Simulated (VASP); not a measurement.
Here is a VASP 6.6.1 calculation.

The input INCAR:

```
SYSTEM = Ta3H
PREC = Accurate
ENCUT = 520
EDIFF = 1E-7
ISMEAR = 0
SIGMA = 0.1
LREAL = .FALSE.
LASPH = .TRUE.
NELM = 60
ALGO = Normal
ISIF = 2
LWAVE = .FALSE.
LCHARG = .TRUE.
LDIPOL = .TRUE.
IDIPOL = 3
DIPOL = 0.5 0.5 0.308
GGA = CA
LELF = .TRUE.
LVHAR = .TRUE.
LVACPOTAV = .TRUE.
NBANDS = 44
```

The input KPOINTS:

```
Automatic mesh
0
G
  6 6 1
  0 0 0
```

File POSCAR:

```
Ta3H
1.0
    4.6002247492      0.0000000000      0.0000000000
   -2.3001123746      3.9839114959      0.0000000000
    0.0000000000      0.0000000000     22.4017722044
Ta H
6 2
Direct
    0.6666666667      0.3333333333      0.1785573018
    0.3333333333      0.6666666667      0.2204743848
    0.0000000000      0.0000000000      0.2623914678
    0.6666666667      0.3333333333      0.3016814391
    0.3333333333      0.6666666667      0.3385386112
    0.0000000000      0.0000000000      0.3750494438
    0.0904104196      0.6666666667      0.3951371402
    0.5762562471      0.6666666667      0.3951371402
```

Potentials or basis: VASP PAW LDA potentials, release 64 (Ta_pv, H).

Launch:

```sh
$ cat potpaw_LDA.64/Ta_pv/POTCAR potpaw_LDA.64/H/POTCAR > POTCAR
$ mpirun -np 1 vasp_std > vasp.out
```

(1) What does it give for the band gap on the k mesh?

(2) Estimate the largest force.

## Answers

(1) zero (bands 34 and 35 overlap by 0.27 eV).

(2) 2.560 eV/Å.

Caveat: spin-orbit coupling is left out, which moves the levels of the heavy elements.
